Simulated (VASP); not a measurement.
# K3I2Br (P-3m1) in VASP: further runs

K3I2Br is run at these levels: LDA; tasks: single point.

Everything below comes from runs of VASP 6.6.1. Logs are shortened: lines on timing, memory, paths and dates and some standing lists are left out, and cuts for length are marked.

## (1) The cell of the first run

Symmetry: P-3m1, No. 164, trigonal system. Conventional cell: a = 4.829 Å, b = 4.829 Å, c = 11.568 Å, α = 90.00°, β = 90.00°, γ = 120.00°. Within 4.5 Å of K (site symmetry -3m) lie 6 I at 3.45 Å. K (site symmetry 3m) has 3 Br at 3.28 Å and 3 I at 3.44 Å and 3 K at 4.45 Å within 4.5 Å. I (site symmetry 3m) has 6 K at 3.44 to 3.45 Å within 4.5 Å. Br (site symmetry -3m) has 6 K at 3.28 Å within 4.3 Å.

## (2) Single point, LDA

The input, INCAR:

```
  ALGO = Normal
  EDIFF = 1E-6
  ENCUT = 520
  GGA = CA
  ISIF = 2
  ISMEAR = 0
  LASPH = True
  LCHARG = False
  LREAL = False
  LWAVE = False
  NBANDS = 33
  NELM = 80
  PREC = Accurate
  SIGMA = 0.05
```

The input, KPOINTS:

```
k-points
0
Gamma
  6 6 2
```

The input, POSCAR:

```
K3I2Br
1.0
    4.8288000000      0.0000000000      0.0000000000
   -2.4144000000      4.1818634698      0.0000000000
    0.0000000000      0.0000000000     11.5680398841
K I Br
3 2 1
Direct
    0.0000000000      0.0000000000      0.5000000000
    0.3333333333      0.6666666667      0.1500969033
    0.6666666667      0.3333333333      0.8499030967
    0.3333333333      0.6666666667      0.6750221222
    0.6666666667      0.3333333333      0.3249778778
    0.0000000000      0.0000000000      0.0000000000
```

Potentials or basis: VASP PAW LDA potentials, release 64 (K_sv, I, Br).

Started as:

```sh
$ cat potpaw_LDA.64/K_sv/POTCAR potpaw_LDA.64/I/POTCAR potpaw_LDA.64/Br/POTCAR > POTCAR
$ mpirun -np 1 vasp_std > vasp.out
```

OUTCAR:

```text
EDIFF = 1E-6
   ENCUT = 520
   GGA = CA
   ISIF = 2
   ISMEAR = 0
   LASPH = True
   LREAL = False
   NELM = 80
   PREC = Accurate

 ion  position               nearest neighbor table
   1  0.000  0.000  0.500-   4 3.45   5 3.45   5 3.45   4 3.45   5 3.45   4 3.45
   2  0.333  0.667  0.150-   6 3.28   6 3.28   6 3.28   5 3.44   5 3.44   5 3.44
   3  0.667  0.333  0.850-   6 3.28   6 3.28   6 3.28   4 3.44   4 3.44   4 3.44
   4  0.333  0.667  0.675-   3 3.44   3 3.44   3 3.44   1 3.45   1 3.45   1 3.45
   5  0.667  0.333  0.325-   2 3.44   2 3.44   2 3.44   1 3.45   1 3.45   1 3.45
   6  0.000  0.000  0.000-   2 3.28   3 3.28   3 3.28   2 3.28   3 3.28   2 3.28

  LATTYP: Found a hexagonal cell.
 ALAT       =     4.8288000000
 C/A-ratio  =     2.3956345022

  Lattice vectors:

 A1 = (   4.8288000000,   0.0000000000,   0.0000000000)
 A2 = (  -2.4144000000,   4.1818634698,   0.0000000000)
 A3 = (   0.0000000000,   0.0000000000,  11.5680398841)

Analysis of symmetry for initial positions (statically):
=====================================================================
 Subroutine PRICEL returns:
 Original cell was already a primitive cell.

 Routine SETGRP: Setting up the symmetry group for a
 hexagonal supercell.

 Subroutine GETGRP returns: Found 12 space group operations
 (whereof 12 operations were pure point group operations)
 out of a pool of 24 trial point group operations.

The static configuration has the point symmetry D_3d.

Analysis of symmetry for dynamics (positions and initial velocities):
=====================================================================
 Subroutine PRICEL returns:
 Original cell was already a primitive cell.

 Routine SETGRP: Setting up the symmetry group for a
 hexagonal supercell.

 Subroutine GETGRP returns: Found 12 space group operations
 (whereof 12 operations were pure point group operations)
 out of a pool of 24 trial point group operations.

The dynamic configuration has the point symmetry D_3d.

 Subroutine INISYM returns: Found 12 space group operations
 (whereof 12 operations are pure point group operations),
 and found     1 'primitive' translations

----------------------------------------------------------------------------------------

                                     Primitive cell

  volume of cell :     233.5979
[... 86 lines left out ...]
   EDIFF  = 0.1E-05   stopping-criterion for ELM
   LREAL  =      F    real-space projection
   EDIFFG = 0.1E-04   stopping-criterion for IOM
   NSW    =      0    number of steps for IOM
   IBRION =     -1    ionic relax: 0-MD 1-quasi-New 2-CG
   NFREE  =      0    steps in history (QN), initial steepest desc. (CG)
   ISIF   =      2    stress and relaxation
   ISYM   =      2    0-nonsym 1-usesym 2-fastsym
   POTIM  = 0.5000    time-step for ionic-motion
   TEBEG  =    0.0;   TEEND  =   0.0 temperature during run
   PSTRESS=    0.0 pullay stress
   NELECT =      48.0000    total number of electrons
   NUPDOWN=      -1.0000    fix difference up-down
   EMIN   =  10.00;   EMAX   =-10.00  energy-range for DOS
   EFERMI =   0.00;   METHOD = LEGACY
   ISMEAR =     0;   SIGMA  =   0.05  broadening in eV -4-tet -1-fermi 0-gaus
   EFERMI_NEDOS =   21; number of points for ismear=-14 and -15
   IALGO  =     38    algorithm
   IMIX   =      4    mixing-type and parameters
     AMIX     =   0.40;   BMIX     =  1.00
     AMIX_MAG =   1.60;   BMIX_MAG =  1.00
  volume/ion in A,a.u.               =      38.93       262.73
  Fermi-wavevector in a.u.,A,eV,Ry     =   0.966049  1.825567 12.697635  0.933250
  Thomas-Fermi vector in A             =   2.095817
   LORBIT       =      0    0 simple, 1 ext, 2 COOP (PROOUT), +10 PAW based schemes
   GGA     = CA    functional components
   LHFCALC =     F    Hartree Fock is set to
   AEXX    =    0.0000 exact exchange contribution
   IVDW    =     0    specifies the selected vdW correction
   LEPSILON=     F    determine dielectric tensor
   LRPA    =     F    only Hartree local field effects (RPA)
 non-spin polarized calculation
 Gauss-broadening in eV      SIGMA  =   0.05
  energy-cutoff  :      520.00
  volume of cell :      233.60
 maximum number of plane-waves:      6339
 NGX is ok and might be reduce to    36
   NGX = 17   NGY = 17   NGZ = 43

 number of electron      48.0000002 magnetization

 Free energy of the ion-electron system (eV)
  ---------------------------------------------------
  ext. energy  EPLUGINS =         0.00000000
  ---------------------------------------------------
  free energy    TOTEN  =       -19.11267121 eV

  energy without entropy =      -19.11267121  energy(sigma->0) =      -19.11267121

 E-fermi :  -0.2122     XC(G=0):  -7.9432

 val. band max:       -0.5127530546   @ k =   0.0000   0.0000   0.0000
 cond. band min:       3.1547226985   @ k =   0.0000   0.0000   0.0000
 fundamental gap:      3.6674757531
 Fermi energy:        -0.2122203486

 k-point     1 :       0.0000    0.0000    0.0000
  band No.  band energies     occupation
      1     -28.5420      2.00000
      2     -28.5364      2.00000
      3     -28.4881      2.00000
      4     -13.5767      2.00000
      5     -12.4507      2.00000
      6     -12.2756      2.00000
[... 493 lines left out ...]
     32       6.7667      0.00000
     33       6.7668      0.00000

------------------------ aborting loop because EDIFF is reached ----------------------------------------

  FORCE on cell =-STRESS in cart. coord.  units (eV):
  Direction    XX          YY          ZZ          XY          YZ          ZX
  --------------------------------------------------------------------------------------
  -------------------------------------------------------------------------------------
  Total       -1.1363619     -1.1363619     -0.8331552     -0.0000000      0.0000000      0.0000000
  in kB       -7.7939640     -7.7939640     -5.7143609     -0.0000000      0.0000000      0.0000000
  external PRESSURE =      -7.1007630 kB  Pullay stress =       0.0000000 kB

 VOLUME and BASIS-vectors are now :
 -----------------------------------------------------------------------------
  energy-cutoff  :      520.00
  volume of cell :      233.60
      direct lattice vectors                 reciprocal lattice vectors
     4.828800000  0.000000000  0.000000000     0.207090789  0.119563923  0.000000000
    -2.414400000  4.181863470  0.000000000     0.000000000  0.239127845  0.000000000
     0.000000000  0.000000000 11.568039884     0.000000000  0.000000000  0.086445068

 POSITION                                       TOTAL-FORCE (eV/Angst)
 -----------------------------------------------------------------------------------
      0.00000      0.00000      5.78402         0.000000      0.000000      0.000000
     -0.00000      2.78791      1.73633        -0.000000      0.000000      0.008267
      2.41440      1.39395      9.83171         0.000000     -0.000000     -0.008267
     -0.00000      2.78791      7.80868        -0.000000      0.000000      0.002454
      2.41440      1.39395      3.75936         0.000000     -0.000000     -0.002454
      0.00000      0.00000      0.00000         0.000000      0.000000      0.000000
 -----------------------------------------------------------------------------------
    total drift:                               -0.000000      0.000000     -0.000000

  FREE ENERGIE OF THE ION-ELECTRON SYSTEM (eV)
  ---------------------------------------------------
  free  energy   TOTEN  =       -19.1126712120 eV

  energy  without entropy=      -19.1126712120  energy(sigma->0) =      -19.11267121
```

It took 55 s on 1 thread of Intel Xeon 6975P-C (Granite Rapids), shared host; peak memory 0.32 GiB.

What came out:

```
Free energy            : -19.1127 eV
Pressure               : -0.7 GPa
Largest force          : 0.008 eV/Å
Band gap on the k mesh : 3.67 eV
```

Forces on the atoms (eV/Å):
```
K    0.000  0.000  0.000
K    0.000  0.000  0.008
K    0.000  0.000 -0.008
I    0.000  0.000  0.002
I    0.000  0.000 -0.002
Br   0.000  0.000  0.000
```

Stress tensor (GPa, compression positive):
```
-0.78  0.00  0.00
 0.00 -0.78  0.00
 0.00  0.00 -0.57
```

Levels at points of the mesh, in eV from the valence-band top:
```
           k point  band 22  band 23  band 24  band 25  band 26  band 27
(0.00, 0.00, 0.00)    -0.13     0.00     0.00     3.67     5.25     5.26
(0.50, 0.00, 0.00)    -0.46    -0.36    -0.35     4.68     5.64     5.69
(0.00, 0.00, 0.50)    -0.20    -0.03    -0.03     4.27     4.54     5.43
(0.50, 0.00, 0.50)    -0.47    -0.36    -0.35     5.09     5.18     5.44
```

Caveat: spin-orbit coupling is left out, which moves the levels of the heavy elements.

## (3) Single point, LDA

This run uses another cell than the first one, of 39.22 Å³/atom.

The input, INCAR:

```
SYSTEM = K3I2Br
ALGO     = Normal         ! electronic algorithm
EDIFF    = 1E-6           ! SCF threshold, eV
ENCUT    = 520            ! plane-wave cutoff, eV
ISIF     = 2              ! what is computed and relaxed
ISMEAR   = 0              ! smearing method
LASPH    = .True.         ! aspherical terms in the spheres
LCHARG   = .False.        ! write CHGCAR
LREAL    = .False.        ! projectors in reciprocal space
LWAVE    = .False.        ! write WAVECAR
NBANDS   = 33             ! bands
NELM     = 60             ! most SCF steps
PREC     = Accurate       ! precision mode
SIGMA    = 0.05           ! smearing width, eV
```

The input, KPOINTS:

```
k-points
0
Gamma
  6 6 2
  0 0 0
```

POSCAR: that of step 2 with these lines changed.

```diff
@@ -2,5 +2,5 @@
 1.0
-    4.8288000000      0.0000000000      0.0000000000
-   -2.4144000000      4.1818634698      0.0000000000
-    0.0000000000      0.0000000000     11.5680398841
+    4.9466000000      0.0000000000      0.0000000000
+   -2.4733000000      4.2838812624      0.0000000000
+    0.0000000000      0.0000000000     11.1053000000
 K I Br
```

Potentials or basis: VASP PAW LDA potentials, release 64 (K_sv, I, Br).

Started as:

```sh
$ cat potpaw_LDA.64/K_sv/POTCAR potpaw_LDA.64/I/POTCAR potpaw_LDA.64/Br/POTCAR > POTCAR
$ mpirun -np 1 vasp_std > vasp.out
```

Run time: 67 s. Hardware: 1 thread of Intel Xeon 6975P-C (Granite Rapids), shared host; peak memory 0.33 GiB.

The run converged. Its results:

```yaml
Free_energy: -19.0767 eV
Pressure: -0.9 GPa
Largest_force: 0.008 eV/Å
Band_gap_on_the_k_mesh: 3.67 eV
```

Forces on the atoms (eV/Å):
```
K    0.000  0.000  0.000
K    0.000  0.000 -0.008
K    0.000  0.000  0.008
I    0.000  0.000  0.005
I    0.000  0.000 -0.005
Br   0.000  0.000  0.000
```

Stress tensor (GPa, compression positive):
```
-1.07  0.00  0.00
 0.00 -1.07  0.00
 0.00  0.00 -0.42
```

Levels at points of the mesh, in eV from the valence-band top:
| k point | band 21 | band 22 | band 23 | band 24 | band 25 | band 26 | band 27 | band 28 |
| --- | --- | --- | --- | --- | --- | --- | --- | --- |
| (0.00, 0.00, 0.00) | -0.32 | -0.05 | -0.05 | 0.00 | 3.67 | 5.21 | 5.27 | 6.21 |
| (0.50, 0.00, 0.00) | -0.47 | -0.40 | -0.38 | -0.36 | 4.71 | 5.68 | 5.75 | 5.90 |
| (0.00, 0.00, 0.50) | -0.27 | -0.27 | -0.09 | -0.09 | 4.33 | 4.54 | 5.40 | 6.29 |
| (0.50, 0.00, 0.50) | -0.53 | -0.40 | -0.37 | -0.34 | 5.13 | 5.25 | 5.48 | 6.16 |

Caveat: spin-orbit coupling is left out, which moves the levels of the heavy elements.
